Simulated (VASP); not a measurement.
# NaCl (Pm-3m) in VASP: elastic constants with PBEsol

Aim: the elastic constants of NaCl with PBEsol.

Program: VASP 6.6.1. These are calculated values, not measurements. Logs are shortened: lines on timing, memory, paths and dates and some standing lists are left out, and cuts for length are marked.

### 1 The cell of the first run

It takes space group Pm-3m (No. 221, cubic). Conventional cell: a = 3.448 Å, b = 3.448 Å, c = 3.448 Å, α = 90.00°, β = 90.00°, γ = 90.00°. Within 3.9 Å of Na (site symmetry m-3m) lie 8 Cl at 2.99 Å and 6 Na at 3.45 Å. Cl (site symmetry m-3m) has 8 Na at 2.99 Å and 6 Cl at 3.45 Å within 3.9 Å.

### 2 Elastic constants, PBEsol

Input file INCAR:

```
PREC = Accurate
ENCUT = 600
EDIFF = 1E-8
ISMEAR = 0
SIGMA = 0.05
LREAL = F
LASPH = T
NELM = 80
ALGO = Normal
ISIF = 3
LWAVE = F
LCHARG = F
GGA = PS
IBRION = 6
NFREE = 2
POTIM = 0.015
NSW = 1
```

Input file KPOINTS:

```
regular mesh
0
Gamma
  10 10 10
```

Input file POSCAR:

```
NaCl
1.0
    3.4475495236      0.0000000000      0.0000000000
    0.0000000000      3.4475495236      0.0000000000
    0.0000000000      0.0000000000      3.4475495236
Na Cl
1 1
Direct
    0.0000000000      0.0000000000      0.0000000000
    0.5000000000      0.5000000000      0.5000000000
```

Potentials or basis: VASP PAW PBE potentials, release 64 (Na_pv, Cl).

The run is started by

```console
> cat potpaw_PBE.64/Na_pv/POTCAR potpaw_PBE.64/Cl/POTCAR > POTCAR
> mpirun -np 1 vasp_std > vasp.out
```

OUTCAR:

```text
PREC = Accurate
   ENCUT = 600
   EDIFF = 1E-8
   ISMEAR = 0
   LREAL = F
   LASPH = T
   NELM = 80
   ISIF = 3
   GGA = PS
   IBRION = 6
   NFREE = 2
   POTIM = 0.015
   NSW = 1

 ion  position               nearest neighbor table
   1  0.000  0.000  0.000-
   2  0.500  0.500  0.500-

  LATTYP: Found a simple cubic cell.
 ALAT       =     3.4475495236

  Lattice vectors:

 A1 = (   3.4475495236,   0.0000000000,   0.0000000000)
 A2 = (   0.0000000000,   3.4475495236,   0.0000000000)
 A3 = (   0.0000000000,   0.0000000000,   3.4475495236)

Analysis of symmetry for initial positions (statically):
=====================================================================
 Subroutine PRICEL returns:
 Original cell was already a primitive cell.

 Routine SETGRP: Setting up the symmetry group for a
 simple cubic supercell.

 Subroutine GETGRP returns: Found 48 space group operations
 (whereof 48 operations were pure point group operations)
 out of a pool of 48 trial point group operations.

The static configuration has the point symmetry O_h .

Analysis of symmetry for dynamics (positions and initial velocities):
=====================================================================
 Subroutine PRICEL returns:
 Original cell was already a primitive cell.

 Routine SETGRP: Setting up the symmetry group for a
 simple cubic supercell.

 Subroutine GETGRP returns: Found 48 space group operations
 (whereof 48 operations were pure point group operations)
 out of a pool of 48 trial point group operations.

The dynamic configuration has the point symmetry O_h .

 Subroutine INISYM returns: Found 48 space group operations
 (whereof 48 operations are pure point group operations),
 and found     1 'primitive' translations

----------------------------------------------------------------------------------------

                                     Primitive cell

  volume of cell :      40.9762

  direct lattice vectors                    reciprocal lattice vectors
     3.447549524  0.000000000  0.000000000     0.290061098  0.000000000  0.000000000
     0.000000000  3.447549524  0.000000000     0.000000000  0.290061098  0.000000000
     0.000000000  0.000000000  3.447549524     0.000000000  0.000000000  0.290061098

  length of vectors
     3.447549524  3.447549524  3.447549524     0.290061098  0.290061098  0.290061098

  position of ions in fractional coordinates (direct lattice)
     0.000000000  0.000000000  0.000000000
     0.500000000  0.500000000  0.500000000

  ion indices of the primitive-cell ions
   primitive index   ion index
                 1           1
                 2           2

----------------------------------------------------------------------------------------

 KPOINTS: regular mesh

Automatic generation of k-mesh.
 Grid dimensions read from file:
 generate k-points for:   10   10   10

 Generating k-lattice:

  Cartesian coordinates                     Fractional coordinates (reciprocal lattice)
     0.029006110  0.000000000  0.000000000     0.100000000  0.000000000  0.000000000
     0.000000000  0.029006110  0.000000000     0.000000000  0.100000000  0.000000000
     0.000000000  0.000000000  0.029006110     0.000000000  0.000000000  0.100000000

[... 104 lines left out ...]
  free energy    TOTEN  =        -6.73065667 eV

  energy without entropy =       -6.73065667  energy(sigma->0) =       -6.73065667

------------------------ aborting loop because EDIFF is reached ----------------------------------------

  FORCE on cell =-STRESS in cart. coord.  units (eV):
  Direction    XX          YY          ZZ          XY          YZ          ZX
  --------------------------------------------------------------------------------------
  -------------------------------------------------------------------------------------
  Total        0.0011127      0.0011127      0.0011127     -0.0000000     -0.0000000      0.0000000
  in kB        0.0435082      0.0435082      0.0435082     -0.0000000     -0.0000000      0.0000000
  external PRESSURE =       0.0435082 kB  Pullay stress =       0.0000000 kB
[... 89 lines left out ...]
  FREE ENERGIE OF THE ION-ELECTRON SYSTEM (eV)
  ---------------------------------------------------
  free  energy   TOTEN  =        -6.7282059442 eV

  energy  without entropy=       -6.7282059442  energy(sigma->0) =       -6.72820594

[... ionic steps 4 to 14 ...]

--------------------------------------- Ionic step       15  -------------------------------------------

 number of electron      14.0000002 magnetization

------------------------ aborting loop because EDIFF is reached ----------------------------------------
[... 67 lines left out ...]
--------------------------------------- Ionic step       17  -------------------------------------------

 number of electron      14.0000006 magnetization

 Free energy of the ion-electron system (eV)
  ---------------------------------------------------
  ext. energy  EPLUGINS =         0.00000000
  ---------------------------------------------------
  free energy    TOTEN  =        -6.73060088 eV

  energy without entropy =       -6.73060088  energy(sigma->0) =       -6.73060088

 E-fermi :   0.9873     XC(G=0):  -8.7962

 val. band max:        0.7071477153   @ k =   0.0000   0.5000   0.5000
 cond. band min:       4.6975248133   @ k =   0.0000   0.0000   0.0000
 fundamental gap:      3.9903770980
 Fermi energy:         0.9873180024

 k-point     1 :       0.0000    0.0000    0.0000
  band No.  band energies     occupation
      1     -21.1345      2.00000
      2     -21.1345      2.00000
      3     -21.1345      2.00000
      4     -12.8346      2.00000
      5       0.1664      2.00000
      6       0.1664      2.00000
      7       0.1665      2.00000
      8       4.6975      0.00000
      9       9.0612      0.00000
     10       9.0616      0.00000
     11      16.7304      0.00000
[... 309 lines left out ...]
 k-point    24 :       0.3000    0.1000    0.1000
  band No.  band energies     occupation
      1     -21.1664      2.00000
      2     -21.1358      2.00000
      3     -21.1351      2.00000
      4     -12.5100      2.00000
      5      -1.6691      2.00000
      6       0.0199      2.00000
      7       0.1056      2.00000
      8       6.9604      0.00000
      9      10.0711      0.00000
     10      10.2712      0.00000
     11      12.6452      0.00000

 [... further k-points ...]
[... 5 lines left out ...]
  --------------------------------------------------------------------------------------
  -------------------------------------------------------------------------------------
  Total        0.0016841      0.0016421      0.0016421      0.0000000     -0.0000000      0.0000000
  in kB        0.0658494      0.0642048      0.0642048      0.0000000     -0.0000000      0.0000000
  external PRESSURE =       0.0647530 kB  Pullay stress =       0.0000000 kB
[... 17 lines left out ...]
  FREE ENERGIE OF THE ION-ELECTRON SYSTEM (eV)
  ---------------------------------------------------
  free  energy   TOTEN  =        -6.7306008823 eV

  energy  without entropy=       -6.7306008823  energy(sigma->0) =       -6.73060088

 INTERNAL STRAIN TENSORS FROM STRAINED CELLS
 ============================================

 INTERNAL STRAIN TENSOR FOR ION    1 for displacements in x,y,z  (eV/Angst):
          X           Y           Z          XY          YZ          ZX
  --------------------------------------------------------------------------------
  x     0.00000     0.00000     0.00000     0.00000     0.00000    -0.00000
  y     0.00000     0.00000     0.00000     0.00000     0.00000     0.00000
  z     0.00000     0.00000     0.00000     0.00000     0.00000     0.00000

 INTERNAL STRAIN TENSORS FROM DISPLACED ATOMS
 ============================================

 INTERNAL STRAIN TENSOR FOR ION    1 for displacements in x,y,z  (eV/Angst):
          X           Y           Z          XY          YZ          ZX
  --------------------------------------------------------------------------------
  x     0.00000     0.00000     0.00000     0.00000     0.00000     0.00000
  y     0.00000     0.00000     0.00000     0.00000     0.00000     0.00000
  z     0.00000     0.00000     0.00000     0.00000     0.00000     0.00000

 INTERNAL STRAIN TENSOR FOR ION    2 for displacements in x,y,z  (eV/Angst):
          X           Y           Z          XY          YZ          ZX
  --------------------------------------------------------------------------------
  x     0.00000     0.00000     0.00000     0.00000     0.00000     0.00000
  y     0.00000     0.00000     0.00000     0.00000     0.00000     0.00000
  z     0.00000     0.00000     0.00000     0.00000     0.00000     0.00000

 Eigenvectors and eigenvalues of the dynamical matrix
 ----------------------------------------------------

   1 f  =    2.990937 THz    18.792611 2PiTHz   99.766918 cm-1    12.369516 meV
             X         Y         Z           dx          dy          dz
      0.000000  0.000000  0.000000     0.782923    0.000000    0.000000
      1.723775  1.723775  1.723775    -0.622118   -0.000000    0.000000
[... 21 lines left out ...]
   6 f/i=    0.019448 THz     0.122194 2PiTHz    0.648709 cm-1     0.080430 meV
             X         Y         Z           dx          dy          dz
      0.000000  0.000000  0.000000     0.439904   -0.000000    0.439904
      1.723775  1.723775  1.723775     0.553610   -0.000000    0.553610

--------------------------------------------------------------------------------------------------------

 ELASTIC MODULI CONTR FROM IONIC RELAXATION (kBar)
 Direction    XX          YY          ZZ          XY          YZ          ZX
 --------------------------------------------------------------------------------
 XX           0.0000      0.0000      0.0000      0.0000      0.0000      0.0000
 YY           0.0000      0.0000      0.0000      0.0000      0.0000      0.0000
 ZZ           0.0000      0.0000      0.0000      0.0000      0.0000      0.0000
 XY           0.0000      0.0000      0.0000      0.0000      0.0000      0.0000
 YZ           0.0000      0.0000      0.0000      0.0000      0.0000      0.0000
 ZX           0.0000      0.0000      0.0000      0.0000      0.0000      0.0000
 --------------------------------------------------------------------------------

 TOTAL ELASTIC MODULI (kBar)
 Direction    XX          YY          ZZ          XY          YZ          ZX
 --------------------------------------------------------------------------------
 XX         820.1798     22.2153     22.2153      0.0000     -0.0000     -0.0000
 YY          22.2153    820.1798     22.2153      0.0000      0.0000     -0.0000
 ZZ          22.2153     22.2153    820.1798     -0.0000     -0.0000     -0.0000
 XY           0.0000      0.0000     -0.0000     -7.4519      0.0000      0.0000
 YZ          -0.0000      0.0000     -0.0000      0.0000     -7.4519      0.0000
 ZX          -0.0000     -0.0000     -0.0000      0.0000      0.0000     -7.4519
 --------------------------------------------------------------------------------
```

Run time: 18 min. Hardware: 1 thread of AMD EPYC 7R43 (Zen 3), shared host; peak memory 0.36 GiB.

What came out:

| Property | Result |
| --- | --- |
| Elastic constants C11, C12, C44 | 82, 2, -1 GPa |
| Voigt bulk modulus | 29 GPa |
| Highest phonon frequency at Γ, LO-TO splitting left out | 100 cm⁻¹ |

Phonon frequencies in cm⁻¹ (negative: imaginary):
| q point | frequencies |
| --- | --- |
| (0.000, 0.000, 0.000) | -1 -1 -1 100 100 100 |

Elastic tensor in Voigt notation (GPa, in the Cartesian axes of the cell as first typed):
```
82  2  2  0  0  0
 2 82  2  0  0  0
 2  2 82  0  0  0
 0  0  0 -1  0  0
 0  0  0  0 -1  0
 0  0  0  0  0 -1
```

Clamped-ion elastic tensor (GPa):
```
82  2  2  0  0  0
 2 82  2  0  0  0
 2  2 82  0  0  0
 0  0  0 -1  0  0
 0  0  0  0 -1  0
 0  0  0  0  0 -1
```

Caveat: the elastic tensor has a negative eigenvalue, so either the cell is unstable as it stands or the mesh is too thin; the PAW data sets were made with another functional, which shifts forces and pressure a little.
